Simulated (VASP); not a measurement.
A run of VASP 6.6.1 is set up as follows.

INCAR

```
  PREC = Accurate
  ENCUT = 520
  EDIFF = 1E-6
  ISMEAR = -1
  SIGMA = 0.05
  LREAL = F
  LASPH = T
  NELM = 60
  ALGO = Fast
  ISIF = 2
  LWAVE = F
  LCHARG = F
  GGA = PS
  NBANDS = 19
```

KPOINTS

```
regular mesh
0
Gamma
  10 10 5
```

File POSCAR:

```
Cd
1.0
    3.0180701533      0.0000000000      0.0000000000
   -1.5090350766      2.6137254232      0.0000000000
    0.0000000000      0.0000000000      5.6915749249
Cd
2
Direct
    0.6666666667      0.3333333333      0.7500000000
    0.3333333333      0.6666666667      0.2500000000
```

Potentials or basis: VASP PAW PBE potentials, release 64 (Cd).

Command:

```sh
$ cat potpaw_PBE.64/Cd/POTCAR > POTCAR
$ mpirun -np 1 vasp_std > vasp.out
```

(1) Predict the pressure.

(2) Estimate the band gap on the k mesh.

Results:

(1) -3.1 GPa.

(2) zero (band 12 reaches 3.49 eV, above the bottom of band 13 at -0.38 eV).

Caveat: the PAW data sets were made with another functional, which shifts forces and pressure a little.
